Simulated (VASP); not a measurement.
# AlNi: single point with PBE-based screened hybrid

Crystal: AlNi.

```
Ni Al
1.0
     2.86950    0.00000    0.00000
     0.00000    2.86950    0.00000
     0.00000    0.00000    2.86950
Ni Al
1 1
Direct
  0.50000 0.50000 0.50000
  0.00000 0.00000 0.00000
```

```yaml
Program: VASP 6.6.1
Task: single point
Functional: PBE-based screened hybrid
Potentials_or_basis: VASP PAW PBE potentials, release 64 (Ni, Al)
Cutoff: 520 eV
k_mesh: 5 × 5 × 5
Occupations: fermi-dirac, width 0.05 eV
Spin: collinear spin, ferromagnetic start
Starting_moments: "[1.0, 0.0] μB"
Dipole_correction: no
Grid_for_exact_exchange_PRECFOCK: Normal
Share_of_exact_exchange: 0.25
Further_INCAR_settings: ALGO = Normal; EDIFF = 1e-07; NBANDS = 18
Screening_parameter: 0.3 1/Å
```

The pressure is 0.2 GPa and the net moment is 0.44 μB per cell. The site moments are Ni +0.40; Al +0.02 μB and the valence electrons inside the program's atomic spheres are Ni 9.56; Al 0.87.

Levels at points of the mesh, in eV from the Fermi level:
Spin up:
| k point | band 2 | band 3 | band 4 | band 5 | band 6 | band 7 | band 8 | band 9 | band 10 | band 11 |
| --- | --- | --- | --- | --- | --- | --- | --- | --- | --- | --- |
| (0.00, 0.00, 0.00) | -4.71 | -4.71 | -2.67 | -2.67 | -2.67 | 6.24 | 6.24 | 6.24 | 8.82 | 8.82 |
Spin down:
```csv
k point,band 4,band 5,band 6,band 7,band 8,band 9
"(0.00, 0.00, 0.00)",-2.24,-2.24,-2.24,6.33,6.33,6.33
```

Run time: 13 min on 1 thread of Intel(R) Xeon(R) 6975P-C (Granite Rapids), with other jobs on the host, peak memory 0.26 GiB.

Caveat: the k points lie up to 0.44 Å⁻¹ apart; the PAW data sets were made with another functional, which shifts forces and pressure a little.
